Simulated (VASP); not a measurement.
Here is a VASP 6.6.1 calculation.

Contents of INCAR:

```
  PREC = Accurate
  ENCUT = 500
  EDIFF = 1E-7
  ISMEAR = -1
  SIGMA = 0.05
  LREAL = F
  LASPH = T
  NELM = 120
  ALGO = Normal
  ISIF = 3
  LWAVE = F
  LCHARG = F
  GGA = PE
  IBRION = 2
  NSW = 45
  EDIFFG = -0.005
  GGA_COMPAT = F
  NELMIN = 4
```

The input KPOINTS:

```
Automatic mesh
0
Gamma
  16 16 9
```

Contents of POSCAR:

```
Ag
1.0
    2.9358262058      0.0000000000      0.0000000000
   -1.4679131029      2.5425000754      0.0000000000
    0.0000000000      0.0000000000      4.7909594166
Ag
2
Direct
    0.3333333333      0.6666666667      0.2500000000
    0.6666666667      0.3333333333      0.7500000000
```

Potentials or basis: VASP PAW PBE potentials, release 64 (Ag).

Command:

```sh
$ cat potpaw_PBE.64/Ag/POTCAR > POTCAR
$ mpirun -np 1 vasp_std > vasp.out
```

Q: Estimate the band gap on the k mesh.

A: Zero (bands 11 and 12 overlap by 6.56 eV).

Q: What does it give for the space group after relaxing (to 0.1 Å)?

A: P6_3/mmc (No. 194).

Q: What does it give for the relaxed volume?

A: 17.86 Å³/atom.

Q: Estimate the relaxed cell.

A: a = 2.935 Å, b = 2.935 Å, c = 4.789 Å, α = 90.00°, β = 90.00°, γ = 120.00°.

Final structure:
```yaml
crystal:
  lattice:
    - [2.93479, 0.00000, 0.00000]
    - [-1.46739, 2.54160, 0.00000]
    - [0.00000, 0.00000, 4.78910]
  atoms:
    - { symbol: Ag, position: [0.33333, 0.66667, 0.25000] }
    - { symbol: Ag, position: [0.66667, 0.33333, 0.75000] }
```
